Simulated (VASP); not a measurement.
Here is a VASP 6.6.1 calculation.

File INCAR:

```
PREC = Accurate
ENCUT = 600
EDIFF = 1E-6
ISMEAR = -1
SIGMA = 0.1
LREAL = F
LASPH = T
NELM = 80
ALGO = Normal
ISIF = 3
LWAVE = F
LCHARG = F
GGA = B5
ALDAX = 1.0
AGGAX = 1.0
AGGAC = 1.0
ALDAC = 0.0
IBRION = 2
NSW = 80
EDIFFG = -0.01
```

KPOINTS

```
regular mesh
0
Gamma
  12 12 12
```

Contents of POSCAR:

```
Si
1.0
    2.5311671355      0.0000000000      0.0000000000
    0.0000000000      2.5311671355      0.0000000000
    0.0000000000      0.0000000000      2.5311671355
Si
1
Direct
    0.0000000000      0.0000000000      0.0000000000
```

Potentials or basis: VASP PAW PBE potentials, release 64 (Si).

Run with:

```bash
$ cat potpaw_PBE.64/Si/POTCAR > POTCAR
$ mpirun -np 1 vasp_std > vasp.out
```

**Question.** Estimate the space group after relaxing (to 0.05 Å).

**Answer.** Pm-3m (No. 221).

**Question.** Estimate the relaxed volume.

**Answer.** 17.43 Å³/atom.

**Question.** What does it give for the relaxed cell?

**Answer.** a = 2.593 Å, b = 2.593 Å, c = 2.593 Å, α = 90.00°, β = 90.00°, γ = 90.00°.

**Question.** What does it give for the band gap on the k mesh?

**Answer.** Zero (band 2 reaches 15.00 eV, above the bottom of band 3 at 5.21 eV).

Final structure:
```cif
data_structure
_symmetry_space_group_name_H-M 'P 1'
_symmetry_Int_Tables_number 1
_cell_length_a 2.5928
_cell_length_b 2.5928
_cell_length_c 2.5928
_cell_angle_alpha 90.000
_cell_angle_beta 90.000
_cell_angle_gamma 90.000
_cell_volume 17.43
loop_
_atom_site_label
_atom_site_type_symbol
_atom_site_fract_x
_atom_site_fract_y
_atom_site_fract_z
_atom_site_occupancy
Si1 Si 0.00000 0.00000 0.00000 1
```

Caveat: the PAW data sets were made with another functional, which shifts forces and pressure a little.
